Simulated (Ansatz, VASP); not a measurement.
## SnSe: VASP beside Ansatz

```
Sn Se
1.0
     0.00000    3.01000    3.01000
     3.19060    0.00000    3.01000
     3.19060    3.01000    0.00000
Sn Se
1 1
Direct
  0.00000 0.00000 0.00000
  0.50000 0.50000 0.50000
```

Change from the starting cell: strain +0.0600 x Voigt [1, 0, 0, 0, 0, 0], atoms carried along.

Alike in both runs: task single point; functional r2SCAN; k mesh 10 × 10 × 10; occupations gaussian, width 0.05 eV; no spin polarisation.

|  | VASP | Ansatz |
| --- | --- | --- |
| version | VASP 6.6.1 | Ansatz 0.2.0 |
| potentials or method | VASP PAW PBE potentials, release 64 (Sn_d, Se), cutoff 520 eV | scalar-relativistic, plane waves, PAW |
| valence electrons in the cell | 20 | 30 |

VASP gave:

| Property | Result |
| --- | --- |
| gap on the k mesh at the Fermi level (eV) | 0.28 |
| least direct gap on the mesh (eV) | 0.28 |
| pressure (GPa) | -2.4 |
| traceless stress, the component that is largest in VASP (GPa) | -3.20 |

Problem. What did Ansatz give for the same quantities?

Solution. gap on the k mesh at the Fermi level (eV): 0.28; least direct gap on the mesh (eV): 0.28; pressure (GPa): -2.4; traceless stress, the component that is largest in VASP (GPa): -3.19.

VASP's potentials were made for PBE, not for r2SCAN. VASP's potentials hold 20 valence electrons a cell and Ansatz's 30, so a difference there can come from the potentials and not from the codes.
